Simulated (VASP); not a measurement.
# ZnIr2 (Fd-3m) in VASP: further runs

The runs below take ZnIr2 through single point, relaxation of cell and atoms, with r2SCAN.

All numbers are computed with VASP 6.6.1; they aren't measurements. Logs are shortened: lines on timing, memory, paths and dates and some standing lists are left out, and cuts for length are marked.

## 1. The cell of the first run

It takes space group Fd-3m (No. 227, cubic). Conventional cell: a = 6.911 Å, b = 6.911 Å, c = 6.911 Å, α = 90.00°, β = 90.00°, γ = 90.00°. Within 3.8 Å of Zn (site symmetry -43m) lie 12 Ir at 2.87 Å and 4 Zn at 2.99 Å. Within 3.2 Å of Ir (site symmetry -3m) lie 6 Ir at 2.44 Å and 6 Zn at 2.87 Å.

## 2. Single point, r2SCAN

Input file POSCAR:

```
ZnIr2
1.0
    0.0000000000      3.4554697152      3.4554697152
    3.4554697152      0.0000000000      3.4554697152
    3.4554697152      3.4554697152      0.0000000000
Zn Ir
2 4
Direct
    0.0000000000      0.0000000000      0.0000000000
    0.2500000000      0.2500000000      0.2500000000
    0.6250000000      0.6250000000      0.6250000000
    0.1250000000      0.6250000000      0.6250000000
    0.6250000000      0.6250000000      0.1250000000
    0.6250000000      0.1250000000      0.6250000000
```

Input file INCAR.step1:

```
ALGO = Normal
EDIFF = 1E-4
ENCUT = 520
GGA = PE
ISMEAR = 0
LASPH = True
LCHARG = False
LREAL = False
LWAVE = True
NBANDS = 39
NELM = 80
PREC = Accurate
SIGMA = 0.1
```

Input file INCAR.step2:

```
ALGO = Normal
EDIFF = 1E-6
ENCUT = 520
ISIF = 2
ISMEAR = 0
ISTART = 1
LASPH = True
LCHARG = False
LMIXTAU = True
LREAL = False
LWAVE = False
METAGGA = R2SCAN
NBANDS = 39
NELM = 80
PREC = Accurate
SIGMA = 0.1
```

Input file KPOINTS:

```
k-points
0
Gamma
  4 4 4
```

Potentials or basis: VASP PAW PBE potentials, release 64 (Zn, Ir).

Launch:

```bash
$ cat potpaw_PBE.64/Zn/POTCAR potpaw_PBE.64/Ir/POTCAR > POTCAR
$ cp INCAR.step1 INCAR
$ mpirun -np 1 vasp_std > vasp.out
$ cp INCAR.step2 INCAR
$ mpirun -np 1 vasp_std > vasp.out
```

OUTCAR:

```text
EDIFF = 1E-6
   ENCUT = 520
   ISIF = 2
   ISMEAR = 0
   ISTART = 1
   LASPH = True
   LREAL = False
   METAGGA = R2SCAN
   NELM = 80
   PREC = Accurate

 ion  position               nearest neighbor table
   1  0.000  0.000  0.000-   3 2.87   5 2.87   6 2.87   3 2.87   4 2.87   5 2.87   3 2.87   4 2.87
                             6 2.87   4 2.87   5 2.87   6 2.87   2 2.99   2 2.99   2 2.99   2 2.99
   2  0.250  0.250  0.250-   4 2.87   5 2.87   6 2.87   3 2.87   4 2.87   6 2.87   3 2.87   4 2.87
                             5 2.87   3 2.87   5 2.87   6 2.87   1 2.99   1 2.99   1 2.99   1 2.99
   3  0.625  0.625  0.625-   4 2.44   5 2.44   6 2.44   5 2.44   6 2.44   4 2.44   1 2.87   2 2.87
                             1 2.87   2 2.87   1 2.87   2 2.87
   4  0.125  0.625  0.625-   3 2.44   5 2.44   6 2.44   3 2.44   5 2.44   6 2.44   2 2.87   1 2.87
                             1 2.87   2 2.87   2 2.87   1 2.87
   5  0.625  0.625  0.125-   3 2.44   3 2.44   4 2.44   6 2.44   6 2.44   4 2.44   1 2.87   2 2.87
                             1 2.87   2 2.87   1 2.87   2 2.87
   6  0.625  0.125  0.625-   3 2.44   5 2.44   3 2.44   4 2.44   5 2.44   4 2.44   2 2.87   1 2.87
                             2 2.87   2 2.87   1 2.87   1 2.87

  LATTYP: Found a face centered cubic cell.
 ALAT       =     6.9109394304

  Lattice vectors:

 A1 = (   0.0000000000,   3.4554697152,   3.4554697152)
 A2 = (   3.4554697152,   0.0000000000,   3.4554697152)
 A3 = (   3.4554697152,   3.4554697152,   0.0000000000)

Analysis of symmetry for initial positions (statically):
=====================================================================
 Subroutine PRICEL returns:
 Original cell was already a primitive cell.

 Routine SETGRP: Setting up the symmetry group for a
 face centered cubic supercell.

 Subroutine GETGRP returns: Found 48 space group operations
 (whereof 24 operations were pure point group operations)
 out of a pool of 48 trial point group operations.

The static configuration has the point symmetry T_d .
 The point group associated with its full space group is O_h .

Analysis of symmetry for dynamics (positions and initial velocities):
=====================================================================
 Subroutine PRICEL returns:
 Original cell was already a primitive cell.

 Routine SETGRP: Setting up the symmetry group for a
 face centered cubic supercell.

 Subroutine GETGRP returns: Found 48 space group operations
 (whereof 24 operations were pure point group operations)
 out of a pool of 48 trial point group operations.

The dynamic configuration has the point symmetry T_d .
 The point group associated with its full space group is O_h .

 Subroutine INISYM returns: Found 48 space group operations
 (whereof 24 operations are pure point group operations),
 and found     1 'primitive' translations

----------------------------------------------------------------------------------------

                                     Primitive cell

  volume of cell :      82.5185

  direct lattice vectors                    reciprocal lattice vectors
     0.000000000  3.455469715  3.455469715    -0.144698128  0.144698128  0.144698128
     3.455469715  0.000000000  3.455469715     0.144698128 -0.144698128  0.144698128
     3.455469715  3.455469715  0.000000000     0.144698128  0.144698128 -0.144698128

  length of vectors
     4.886772136  4.886772136  4.886772136     0.250624510  0.250624510  0.250624510

  position of ions in fractional coordinates (direct lattice)
     0.000000000  0.000000000  0.000000000
     0.250000000  0.250000000  0.250000000
     0.625000000  0.625000000  0.625000000
     0.125000000  0.625000000  0.625000000
     0.625000000  0.625000000  0.125000000
     0.625000000  0.125000000  0.625000000

  ion indices of the primitive-cell ions
   primitive index   ion index
                 1           1
                 2           2
                 3           3
                 4           4
                 5           5
                 6           6

[... 49 lines left out ...]
     AMIX_MAG =   1.60;   BMIX_MAG =  1.00
  volume/ion in A,a.u.               =      13.75        92.81
  Fermi-wavevector in a.u.,A,eV,Ry     =   1.472114  2.781892 29.485459  2.167120
  Thomas-Fermi vector in A             =   2.587168
   LORBIT       =      0    0 simple, 1 ext, 2 COOP (PROOUT), +10 PAW based schemes
   METAGGA = R2SCAN    functional components
   LHFCALC =     F    Hartree Fock is set to
   AEXX    =    0.0000 exact exchange contribution
   IVDW    =     0    specifies the selected vdW correction
   LEPSILON=     F    determine dielectric tensor
   LRPA    =     F    only Hartree local field effects (RPA)
 non-spin polarized calculation
 Gauss-broadening in eV      SIGMA  =   0.10
  energy-cutoff  :      520.00
  volume of cell :       82.52
 maximum number of plane-waves:      2252
   NGX = 19   NGY = 19   NGZ = 19

 number of electron      60.0000024 magnetization

 Free energy of the ion-electron system (eV)
  ---------------------------------------------------
  ext. energy  EPLUGINS =         0.00000000
  ---------------------------------------------------
  free energy    TOTEN  =      -223.40891577 eV

  energy without entropy =     -223.36637684  energy(sigma->0) =     -223.38764630

 E-fermi :   8.1124     XC(G=0): -14.5775

 val. band max:        8.0994329602   @ k =   0.5000   0.2500   0.0000
 cond. band min:       8.1752523488   @ k =   0.0000   0.0000   0.0000
 fundamental gap:      0.0758193887
 Fermi energy:         8.1123921987

 k-point     1 :       0.0000    0.0000    0.0000
  band No.  band energies     occupation
      1      -3.8215      2.00000
      2      -1.8485      2.00000
      3      -0.2728      2.00000
      4      -0.2728      2.00000
      5      -0.2728      2.00000
      6       0.3966      2.00000
[... 31 lines left out ...]
     38      13.5250      0.00000
     39      13.5250      0.00000

 k-point     2 :       0.2500    0.0000    0.0000
  band No.  band energies     occupation
      1      -3.0291      2.00000
      2      -1.2378      2.00000
      3      -0.0547      2.00000
      4      -0.0547      2.00000
      5      -0.0359      2.00000
      6       0.1994      2.00000
[... 241 lines left out ...]
     38      17.1573      0.00000
     39      18.7702      0.00000

 k-point     8 :      -0.2500    0.5000    0.2500
  band No.  band energies     occupation
      1      -0.2695      2.00000
      2      -0.2694      2.00000
      3       0.1103      2.00000
      4       0.1104      2.00000
      5       0.3633      2.00000
      6       0.3634      2.00000
[... 31 lines left out ...]
     38      14.0751      0.00000
     39      18.7762      0.00000

------------------------ aborting loop because EDIFF is reached ----------------------------------------

  FORCE on cell =-STRESS in cart. coord.  units (eV):
  Direction    XX          YY          ZZ          XY          YZ          ZX
  --------------------------------------------------------------------------------------
  -------------------------------------------------------------------------------------
  Total       25.0408210     25.0408210     25.0408210      0.0000000     -0.0000000     -0.0000000
  in kB      486.1920778    486.1920778    486.1920778      0.0000000     -0.0000000     -0.0000000
  external PRESSURE =     486.1920778 kB  Pullay stress =       0.0000000 kB

 VOLUME and BASIS-vectors are now :
 -----------------------------------------------------------------------------
  energy-cutoff  :      520.00
  volume of cell :       82.52
      direct lattice vectors                 reciprocal lattice vectors
     0.000000000  3.455469715  3.455469715    -0.144698128  0.144698128  0.144698128
     3.455469715  0.000000000  3.455469715     0.144698128 -0.144698128  0.144698128
     3.455469715  3.455469715  0.000000000     0.144698128  0.144698128 -0.144698128

 POSITION                                       TOTAL-FORCE (eV/Angst)
 -----------------------------------------------------------------------------------
      0.00000      0.00000      0.00000         0.000000      0.000000      0.000000
      1.72773      1.72773      1.72773        -0.000000      0.000000     -0.000000
      4.31934      4.31934      4.31934        -0.000000     -0.000000     -0.000000
      4.31934      2.59160      2.59160        -0.000000     -0.000000     -0.000000
      2.59160      2.59160      4.31934        -0.000000     -0.000000     -0.000000
      2.59160      4.31934      2.59160        -0.000000     -0.000000     -0.000000
 -----------------------------------------------------------------------------------
    total drift:                                0.000000      0.000000      0.000000

  FREE ENERGIE OF THE ION-ELECTRON SYSTEM (eV)
  ---------------------------------------------------
  free  energy   TOTEN  =      -223.4089157733 eV

  energy  without entropy=     -223.3663768353  energy(sigma->0) =     -223.38764630
```

Run time: 2.4 min. Hardware: 1 thread of Intel Xeon Platinum 8259CL at 2.50GHz (Skylake/Cascade Lake), shared host; peak memory 0.22 GiB.

What came out:

```
Free energy            : -223.4089 eV
Pressure               : 48.6 GPa
Band gap on the k mesh : zero (bands 30 and 31 overlap by 0.94 eV)
```

Levels at points of the mesh, in eV from the Fermi level:
| k point | band 26 | band 27 | band 28 | band 29 | band 30 | band 31 | band 32 | band 33 | band 34 | band 35 |
| --- | --- | --- | --- | --- | --- | --- | --- | --- | --- | --- |
| (0.00, 0.00, 0.00) | -0.39 | 0.06 | 0.06 | 0.17 | 0.83 | 0.83 | 0.83 | 3.85 | 3.85 | 3.85 |
| (0.50, 0.00, 0.00) | -2.45 | -0.56 | -0.54 | -0.54 | -0.09 | -0.09 | 1.83 | 2.28 | 2.28 | 3.55 |
| (0.50, 0.50, 0.00) | -2.84 | -2.51 | -2.51 | -0.50 | -0.50 | -0.07 | -0.07 | 1.29 | 1.29 | 3.90 |

Caveat: the k points lie up to 0.39 Å⁻¹ apart, too coarse for converged energies and pressures of a metal; the PAW data sets were made with another functional, which shifts forces and pressure a little; spin-orbit coupling is left out, which moves the levels of the heavy elements.

## 3. Single point, r2SCAN

This run uses another cell than the first one, of 15.86 Å³/atom.

Edit POSCAR of step 2 so:

```diff
@@ -2,5 +2,5 @@
 1.0
-    0.0000000000      3.4554697152      3.4554697152
-    3.4554697152      0.0000000000      3.4554697152
-    3.4554697152      3.4554697152      0.0000000000
+    0.0000000000      3.6239238638      3.6239238638
+    3.6239238638      0.0000000000      3.6239238638
+    3.6239238638      3.6239238638      0.0000000000
 Zn Ir
```

Input file INCAR.step1:

```
PREC = Accurate ; ENCUT = 520
ISMEAR = 0 ; SIGMA = 0.1
LREAL = F ; LASPH = T
NELM = 100 ; NBANDS = 39
GGA = PE ; ALGO = Normal
EDIFF = 1E-4 ; LWAVE = T
LCHARG = F
```

Input file INCAR.step2:

```
PREC = Accurate ; ENCUT = 520
EDIFF = 1E-6 ; ISMEAR = 0
SIGMA = 0.1 ; LREAL = F
LASPH = T ; NELM = 100
ALGO = Normal ; ISIF = 2
LWAVE = F ; LCHARG = F
METAGGA = R2SCAN ; LMIXTAU = T
NBANDS = 39 ; ISTART = 1
```

Input file KPOINTS:

```
regular mesh
0
Gamma
  4 4 4
```

Potentials or basis: VASP PAW PBE potentials, release 64 (Zn, Ir).

Launch:

```bash
$ cat potpaw_PBE.64/Zn/POTCAR potpaw_PBE.64/Ir/POTCAR > POTCAR
$ cp INCAR.step1 INCAR
$ mpirun -np 1 vasp_std > vasp.out
$ cp INCAR.step2 INCAR
$ mpirun -np 1 vasp_std > vasp.out
```

It took 2.8 min on 1 thread of Intel Xeon Platinum 8259CL at 2.50GHz (Skylake/Cascade Lake), shared host; peak memory 0.26 GiB.

The run converged. Its results:

```yaml
Free_energy: -225.1546 eV
Pressure: 1.6 GPa
Band_gap_on_the_k_mesh: zero (bands 30 and 31 overlap by 1.04 eV)
```

Levels at points of the mesh, in eV from the Fermi level:
```tsv
k point	band 27	band 28	band 29	band 30	band 31	band 32	band 33	band 34
(0.00, 0.00, 0.00)	0.05	0.05	0.07	0.99	0.99	0.99	3.06	3.06
(0.50, 0.00, 0.00)	-0.42	-0.41	-0.41	-0.05	-0.05	1.50	2.22	2.22
(0.50, 0.50, 0.00)	-1.99	-1.99	-0.38	-0.38	-0.04	-0.04	1.07	1.07
```

Caveat: the k points lie up to 0.38 Å⁻¹ apart, too coarse for converged energies and pressures of a metal; the PAW data sets were made with another functional, which shifts forces and pressure a little; spin-orbit coupling is left out, which moves the levels of the heavy elements.

## 4. Relaxation of cell and atoms, r2SCAN

Edit POSCAR of step 3 so:

```diff
@@ -2,5 +2,5 @@
 1.0
-    0.0000000000      3.6239238638      3.6239238638
-    3.6239238638      0.0000000000      3.6239238638
-    3.6239238638      3.6239238638      0.0000000000
+    0.0000000000      3.4554697152      3.4554697152
+    3.4554697152      0.0000000000      3.4554697152
+    3.4554697152      3.4554697152      0.0000000000
 Zn Ir
```

Input file INCAR.step1:

```
SYSTEM = ZnIr2
  PREC = Accurate
  ENCUT = 600
  ISMEAR = 0
  SIGMA = 0.1
  LREAL = .False.
  LASPH = .True.
  NELM = 100
  GGA = PE
  ALGO = Normal
  EDIFF = 1E-4
  LWAVE = .True.
  LCHARG = .False.
```

Input file INCAR.step2:

```
SYSTEM = ZnIr2
  PREC = Accurate
  ENCUT = 600
  EDIFF = 1E-6
  ISMEAR = 0
  SIGMA = 0.1
  LREAL = .False.
  LASPH = .True.
  NELM = 100
  ALGO = Normal
  ISIF = 3
  LWAVE = .False.
  LCHARG = .False.
  METAGGA = R2SCAN
  LMIXTAU = .True.
  IBRION = 2
  NSW = 90
  EDIFFG = -0.04
  ISTART = 1
```

Input file KPOINTS:

```
Automatic mesh
0
Gamma
  4 4 4
  0 0 0
```

Launch:

```bash
$ cat potpaw_PBE.64/Zn/POTCAR potpaw_PBE.64/Ir/POTCAR > POTCAR
$ cp INCAR.step1 INCAR
$ mpirun -np 1 vasp_std > vasp.out
$ cp INCAR.step2 INCAR
$ mpirun -np 1 vasp_std > vasp.out
```

It took 15 min on 1 thread of Intel Xeon Platinum 8259CL at 2.50GHz (Skylake/Cascade Lake), shared host; peak memory 0.28 GiB.

It converged, with:

```yaml
Free_energy: -225.1552 eV
Relaxed_volume: 15.97 Å³/atom
Relaxed_cell: a = 5.137 Å, b = 5.137 Å, c = 5.137 Å, α = 60.00°, β = 60.00°, γ = 60.00°
Space_group_after_relaxing_to_0.1_Å: Fd-3m (No. 227)
Pressure_after_relaxing: 0.0 GPa
Band_gap_on_the_k_mesh: zero (bands 30 and 31 overlap by 1.05 eV)
```

Final structure:
```
CELL_PARAMETERS angstrom
0.00000 3.63225 3.63225
3.63225 0.00000 3.63225
3.63225 3.63225 0.00000
ATOMIC_POSITIONS crystal
Zn 0.00000 0.00000 0.00000
Zn 0.25000 0.25000 0.25000
Ir 0.62500 0.62500 0.62500
Ir 0.12500 0.62500 0.62500
Ir 0.62500 0.62500 0.12500
Ir 0.62500 0.12500 0.62500
```

Levels at points of the mesh, in eV from the Fermi level:
```csv
k point,band 28,band 29,band 30,band 31,band 32,band 33
"(0.00, 0.00, 0.00)",0.05,0.06,1.00,1.00,1.00,3.02
"(0.50, 0.00, 0.00)",-0.41,-0.41,-0.05,-0.05,1.49,2.22
"(0.50, 0.50, 0.00)",-1.96,-0.38,-0.38,-0.04,-0.04,1.06
```

Caveat: the k points lie up to 0.37 Å⁻¹ apart in the final cell, too coarse for converged energies and pressures of a metal; the volume moved by over 15 % at a fixed basis, so the end points are rough; the PAW data sets were made with another functional, which shifts forces and pressure a little; spin-orbit coupling is left out, which moves the levels of the heavy elements.

## 5. Single point, r2SCAN

This run uses another cell than the first one, of 15.85 Å³/atom.

Input file POSCAR:

```
ZnIr2
1.0
    0.0000000000      3.6229897809      3.6229897809
    3.6229897809      0.0000000000      3.6229897809
    3.6229897809      3.6229897809      0.0000000000
Zn Ir
2 4
Direct
    0.5000000000      0.5000000000      0.5000000000
    0.7500000000      0.7500000000      0.7500000000
    0.1250000000      0.1250000000      0.1250000000
    0.6250000000      0.1250000000      0.1250000000
    0.1250000000      0.1250000000      0.6250000000
    0.1250000000      0.6250000000      0.1250000000
```

Input file INCAR.step1:

```
SYSTEM = ZnIr2
  PREC = Accurate
  ENCUT = 520
  ISMEAR = 0
  SIGMA = 0.1
  LREAL = .FALSE.
  LASPH = .TRUE.
  NELM = 100
  NBANDS = 39
  GGA = PE
  ALGO = Normal
  EDIFF = 1E-4
  LWAVE = .TRUE.
  LCHARG = .FALSE.
```

Input file INCAR.step2:

```
SYSTEM = ZnIr2
  PREC = Accurate
  ENCUT = 520
  EDIFF = 1E-6
  ISMEAR = 0
  SIGMA = 0.1
  LREAL = .FALSE.
  LASPH = .TRUE.
  NELM = 100
  ALGO = Normal
  ISIF = 2
  LWAVE = .FALSE.
  LCHARG = .FALSE.
  METAGGA = R2SCAN
  LMIXTAU = .TRUE.
  NBANDS = 39
  ISTART = 1
```

Input file KPOINTS:

```
Automatic mesh
0
G
  10 10 10
  0 0 0
```

Launch:

```bash
$ cat potpaw_PBE.64/Zn/POTCAR potpaw_PBE.64/Ir/POTCAR > POTCAR
$ cp INCAR.step1 INCAR
$ mpirun -np 1 vasp_std > vasp.out
$ cp INCAR.step2 INCAR
$ mpirun -np 1 vasp_std > vasp.out
```

Run time: 12 min. Hardware: 1 thread of Intel Xeon Platinum 8259CL at 2.50GHz (Skylake/Cascade Lake), shared host; peak memory 0.35 GiB.

It converged, with:

| Item | Value |
| --- | --- |
| Free energy | -225.2637 eV |
| Pressure | 1.4 GPa |
| Band gap on the k mesh | zero (bands 30 and 31 overlap by 1.04 eV) |

Levels at points of the mesh, in eV from the Fermi level:
| k point | band 26 | band 27 | band 28 | band 29 | band 30 | band 31 | band 32 | band 33 | band 34 | band 35 |
| --- | --- | --- | --- | --- | --- | --- | --- | --- | --- | --- |
| (0.00, 0.00, 0.00) | -0.34 | 0.00 | 0.00 | 0.01 | 0.93 | 0.93 | 0.93 | 3.02 | 3.02 | 3.02 |
| (0.50, 0.00, 0.00) | -2.11 | -0.46 | -0.46 | -0.46 | -0.09 | -0.09 | 1.45 | 2.16 | 2.17 | 2.82 |
| (0.50, 0.50, 0.00) | -2.39 | -2.04 | -2.04 | -0.43 | -0.43 | -0.09 | -0.09 | 1.02 | 1.02 | 3.37 |

Caveat: the PAW data sets were made with another functional, which shifts forces and pressure a little; spin-orbit coupling is left out, which moves the levels of the heavy elements.

## 6. Summary

```tsv
task	cell	k mesh	cutoff (eV)	gap on the mesh (eV)	pressure (GPa)
single point	a = 4.887 Å, angles 60.0°, 6 atoms	4 × 4 × 4	520	none	48.6
single point	a = 5.125 Å, angles 60.0°, 6 atoms	4 × 4 × 4	520	none	1.6
relaxation of cell and atoms	relaxed from a = 4.887 Å, angles 60.0°, 6 atoms	4 × 4 × 4	600	none	0.0
single point	a = 5.124 Å, angles 60.0°, 6 atoms	10 × 10 × 10	520	none	1.4
```

Alike in all rows: level r2SCAN; potentials or basis VASP PAW PBE potentials, release 64 (Zn, Ir); no spin polarisation; smearing gaussian 0.1 eV.

Caveats: some runs use coarse meshes; the PAW data sets were made with another functional, which shifts forces and pressure a little; spin-orbit coupling is left out, which moves the levels of the heavy elements; the volume moved by over 15 % at a fixed basis, so the end points are rough (at least some runs).

Total energies depend on the potentials used, so only differences within one code and one set of settings carry meaning.

The gap in the log of VASP goes by the Fermi energy; the results here count the filled bands.